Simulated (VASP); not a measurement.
# C (Fd-3m) in VASP: further runs, part 2 of 2

VASP 6.6.1. The steps go on from the part before.

## 3. Single point, HSE06

This run uses another cell than the first one, of 5.57 Å³/atom, 0.978 times its volume.

POSCAR reads:

```
C
1.0
    0.0000000000      1.7724286471      1.7724286471
    1.7724286471      0.0000000000      1.7724286471
    1.7724286471      1.7724286471      0.0000000000
C
2
Direct
    0.7500000000      0.7500000000      0.7500000000
    0.5000000000      0.5000000000      0.5000000000
```

INCAR.step1 reads:

```
SYSTEM = C
  PREC = Accurate
  ENCUT = 520
  EDIFF = 1E-5
  ISMEAR = 0
  SIGMA = 0.05
  LREAL = .False.
  LASPH = .True.
  NELM = 120
  ALGO = Normal
  ISIF = 2
  LWAVE = .True.
  LCHARG = .False.
  GGA = PE
  NBANDS = 11
  GGA_COMPAT = .False.
```

INCAR.step2 reads:

```
SYSTEM = C
  PREC = Accurate
  ENCUT = 520
  EDIFF = 1E-6
  ISMEAR = 0
  SIGMA = 0.05
  LREAL = .False.
  LASPH = .True.
  NELM = 120
  ALGO = Normal
  ISIF = 2
  LWAVE = .False.
  LCHARG = .False.
  GGA = PE
  LHFCALC = .True.
  HFSCREEN = 0.2079
  PRECFOCK = Normal
  ISTART = 1
  NBANDS = 11
  GGA_COMPAT = .False.
```

KPOINTS reads:

```
regular mesh
0
Gamma
  8 8 8
  0 0 0
```

Potentials or basis: VASP PAW PBE potentials, release 64 (C).

On the command line:

```console
$ cat potpaw_PBE.64/C/POTCAR > POTCAR
$ cp INCAR.step1 INCAR
$ mpirun -np 1 vasp_std > vasp.out
$ cp INCAR.step2 INCAR
$ mpirun -np 1 vasp_std > vasp.out
```

OUTCAR:

```text
SYSTEM = C
   PREC = Accurate
   ENCUT = 520
   EDIFF = 1E-6
   ISMEAR = 0
   LREAL = .False.
   LASPH = .True.
   NELM = 120
   ISIF = 2
   GGA = PE
   LHFCALC = .True.
   HFSCREEN = 0.2079
   PRECFOCK = Normal
   ISTART = 1

 ion  position               nearest neighbor table
   1  0.750  0.750  0.750-   2 1.53   2 1.53   2 1.53   2 1.53
   2  0.500  0.500  0.500-   1 1.53   1 1.53   1 1.53   1 1.53

  LATTYP: Found a face centered cubic cell.
 ALAT       =     3.5448572942

  Lattice vectors:

 A1 = (   0.0000000000,   1.7724286471,   1.7724286471)
 A2 = (   1.7724286471,   0.0000000000,   1.7724286471)
 A3 = (   1.7724286471,   1.7724286471,   0.0000000000)

Analysis of symmetry for initial positions (statically):
=====================================================================
 Subroutine PRICEL returns:
 Original cell was already a primitive cell.

 Routine SETGRP: Setting up the symmetry group for a
 face centered cubic supercell.

[... 180 lines left out ...]
 fundamental gap:      5.3238489350
 Fermi energy:         9.5909451118

 k-point     1 :       0.0000    0.0000    0.0000
  band No.  band energies     occupation
      1     -14.4193      2.00000
      2       9.3787      2.00000
      3       9.3787      2.00000
      4       9.3787      2.00000
      5      16.4054      0.00000
      6      16.4054      0.00000
      7      16.4054      0.00000
      8      25.0854      0.00000
      9      30.4748      0.00000
     10      37.8926      0.00000
     11      37.8926      0.00000
[... 309 lines left out ...]
 k-point    24 :      -0.3750    0.2500    0.1250
  band No.  band energies     occupation
      1      -6.9724      2.00000
      2      -4.3426      2.00000
      3       2.3710      2.00000
      4       4.1855      2.00000
      5      19.1671      0.00000
      6      20.5940      0.00000
      7      24.7056      0.00000
      8      26.5769      0.00000
      9      29.5654      0.00000
     10      36.0138      0.00000
     11      37.9913      0.00000

 [... further k-points ...]

------------------------ aborting loop because EDIFF is reached ----------------------------------------

  FORCE on cell =-STRESS in cart. coord.  units (eV):
  Direction    XX          YY          ZZ          XY          YZ          ZX
  --------------------------------------------------------------------------------------
  -------------------------------------------------------------------------------------
  Total        0.0815870      0.0815870      0.0815870     -0.0000000      0.0000000     -0.0000000
  in kB       11.7380342     11.7380342     11.7380342     -0.0000000      0.0000000     -0.0000000
  external PRESSURE =      11.7380342 kB  Pullay stress =       0.0000000 kB

 VOLUME and BASIS-vectors are now :
 -----------------------------------------------------------------------------
  energy-cutoff  :      520.00
  volume of cell :       11.14
      direct lattice vectors                 reciprocal lattice vectors
     0.000000000  1.772428647  1.772428647    -0.282098803  0.282098803  0.282098803
     1.772428647  0.000000000  1.772428647     0.282098803 -0.282098803  0.282098803
     1.772428647  1.772428647  0.000000000     0.282098803  0.282098803 -0.282098803

 POSITION                                       TOTAL-FORCE (eV/Angst)
 -----------------------------------------------------------------------------------
      2.65864      2.65864      2.65864         0.000000      0.000000      0.000000
      1.77243      1.77243      1.77243        -0.000000     -0.000000     -0.000000
 -----------------------------------------------------------------------------------
    total drift:                               -0.000000      0.000000     -0.000000

  FREE ENERGIE OF THE ION-ELECTRON SYSTEM (eV)
  ---------------------------------------------------
  free  energy   TOTEN  =       -21.0522850324 eV

  energy  without entropy=      -21.0522850324  energy(sigma->0) =      -21.05228503
```

OUTCAR.step1:

```text
SYSTEM = C
   PREC = Accurate
   ENCUT = 520
   EDIFF = 1E-5
   ISMEAR = 0
[... 561 lines left out ...]
      2.65864      2.65864      2.65864         0.000000      0.000000     -0.000000
      1.77243      1.77243      1.77243        -0.000000     -0.000000      0.000000
 -----------------------------------------------------------------------------------
    total drift:                                0.000000     -0.000000      0.000000

  FREE ENERGIE OF THE ION-ELECTRON SYSTEM (eV)
  ---------------------------------------------------
  free  energy   TOTEN  =       -18.1755730833 eV

  energy  without entropy=      -18.1755730833  energy(sigma->0) =      -18.17557308
```

OSZICAR.step1:

```text
N       E                     dE             d eps       ncg     rms          rms(c)
DAV:   1     0.165546092067E+01    0.16555E+01   -0.47939E+03   662   0.691E+02
DAV:   2    -0.185025949681E+02   -0.20158E+02   -0.19615E+02   825   0.130E+02
DAV:   3    -0.188506212958E+02   -0.34803E+00   -0.34756E+00   763   0.135E+01
DAV:   4    -0.188511163318E+02   -0.49504E-03   -0.49503E-03   688   0.632E-01
DAV:   5    -0.188511169171E+02   -0.58527E-06   -0.58531E-06   737   0.203E-02    0.569E+00
DAV:   6    -0.183442138962E+02    0.50690E+00   -0.26513E-01   653   0.364E+00    0.340E+00
DAV:   7    -0.181736521994E+02    0.17056E+00   -0.32278E-01   689   0.406E+00    0.788E-01
DAV:   8    -0.181755131124E+02   -0.18609E-02   -0.88593E-03   656   0.706E-01    0.443E-02
DAV:   9    -0.181755524966E+02   -0.39384E-04   -0.62667E-05   763   0.637E-02    0.249E-02
DAV:  10    -0.181755729978E+02   -0.20501E-04   -0.15133E-05   674   0.344E-02    0.541E-03
DAV:  11    -0.181755730833E+02   -0.85533E-07   -0.24794E-07   346   0.459E-03
   1 F= -.18175573E+02 E0= -.18175573E+02  d E =-.158681E-10
```

Wall time 4.7 min (1 thread of Intel Xeon 6975P-C (Granite Rapids), shared host); peak memory 0.21 GiB.

Results:

- Free energy: -21.0523 eV
- Pressure: 1.2 GPa
- Band gap on the k mesh: 5.32 eV, indirect (least direct gap 7.03 eV)

Caveat: the PAW data sets were made with another functional, which shifts forces and pressure a little.

## 4. Single point, HSE06

POSCAR reads:

```
C
1.0
    0.0000000000      1.7856546291      1.7856546291
    1.7856546291      0.0000000000      1.7856546291
    1.7856546291      1.7856546291      0.0000000000
C
2
Direct
    0.7500000000      0.7500000000      0.7500000000
    0.5000000000      0.5000000000      0.5000000000
```

INCAR.step1 reads:

```
SYSTEM = C
PREC     = Accurate       ! precision mode
ENCUT    = 520            ! plane-wave cutoff, eV
EDIFF    = 1E-5           ! SCF threshold, eV
ISMEAR   = 0              ! smearing method
SIGMA    = 0.05           ! smearing width, eV
LREAL    = .FALSE.        ! projectors in reciprocal space
LASPH    = .TRUE.         ! aspherical terms in the spheres
NELM     = 120            ! most SCF steps
ALGO     = Normal         ! electronic algorithm
ISIF     = 2              ! what is computed and relaxed
LWAVE    = .TRUE.         ! write WAVECAR
LCHARG   = .FALSE.        ! write CHGCAR
GGA      = PE             ! functional
NBANDS   = 11             ! bands
GGA_COMPAT= .FALSE.
```

INCAR.step2 reads:

```
SYSTEM = C
PREC     = Accurate       ! precision mode
ENCUT    = 520            ! plane-wave cutoff, eV
EDIFF    = 1E-6           ! SCF threshold, eV
ISMEAR   = 0              ! smearing method
SIGMA    = 0.05           ! smearing width, eV
LREAL    = .FALSE.        ! projectors in reciprocal space
LASPH    = .TRUE.         ! aspherical terms in the spheres
NELM     = 120            ! most SCF steps
ALGO     = Normal         ! electronic algorithm
ISIF     = 2              ! what is computed and relaxed
LWAVE    = .FALSE.        ! write WAVECAR
LCHARG   = .FALSE.        ! write CHGCAR
GGA      = PE             ! functional
LHFCALC  = .TRUE.         ! exact exchange
HFSCREEN = 0.2079         ! screening, 1/A
PRECFOCK = Normal       
ISTART   = 1            
NBANDS   = 11             ! bands
GGA_COMPAT= .FALSE.
```

KPOINTS reads:

```
Automatic mesh
0
G
  8 8 8
  0 0 0
```

On the command line:

```console
$ cat potpaw_PBE.64/C/POTCAR > POTCAR
$ cp INCAR.step1 INCAR
$ mpirun -np 1 vasp_std > vasp.out
$ cp INCAR.step2 INCAR
$ mpirun -np 1 vasp_std > vasp.out
```

It took 6.4 min on 1 thread of Intel Xeon 6975P-C (Granite Rapids), shared host; peak memory 0.22 GiB.

The run converged. Its results:

| Quantity | Value |
| --- | --- |
| Free energy | -21.0465 eV |
| Pressure | -9.0 GPa |
| Band gap on the k mesh | 5.27 eV, indirect (least direct gap 6.96 eV) |

Levels at points of the mesh, in eV from the valence-band top:
```
           k point  band 1  band 2  band 3  band 4  band 5  band 6  band 7  band 8  band 9
(0.00, 0.00, 0.00)  -23.48    0.00    0.00    0.00    6.96    6.96    6.96   15.17   20.79
(0.50, 0.00, 0.00)  -17.29  -14.57   -3.05   -3.05   10.00   10.00   10.28   17.57   23.85
(0.50, 0.50, 0.00)  -14.04  -14.04   -6.85   -6.85    5.90    5.90   19.16   19.16   25.46
```

Caveat: the PAW data sets were made with another functional, which shifts forces and pressure a little. A k mesh can miss the band edges.

## 5. Summary

| level | cell | k mesh | cutoff (eV) | grid for exact exchange (PRECFOCK) | screening parameter | gap on the mesh (eV) | pressure (GPa) |
| --- | --- | --- | --- | --- | --- | --- | --- |
| PBE | a = 2.525 Å, angles 60.0°, 2 atoms | 10 × 10 × 10 | 600 | - | - | 4.16 | 0.1 |
| HSE06 | a = 2.507 Å, angles 60.0°, 2 atoms | 8 × 8 × 8 | 520 | Normal | 0.2079 1/Å | 5.32 | 1.2 |
| HSE06 | a = 2.525 Å, angles 60.0°, 2 atoms | 8 × 8 × 8 | 520 | Normal | 0.2079 1/Å | 5.27 | -9.0 |

Alike in all rows: task single point; potentials or basis VASP PAW PBE potentials, release 64 (C); no spin polarisation; smearing gaussian 0.05 eV.

Caveats: the PAW data sets were made with another functional, which shifts forces and pressure a little (some runs).

Absolute energies hang on the potentials; compare differences alone.
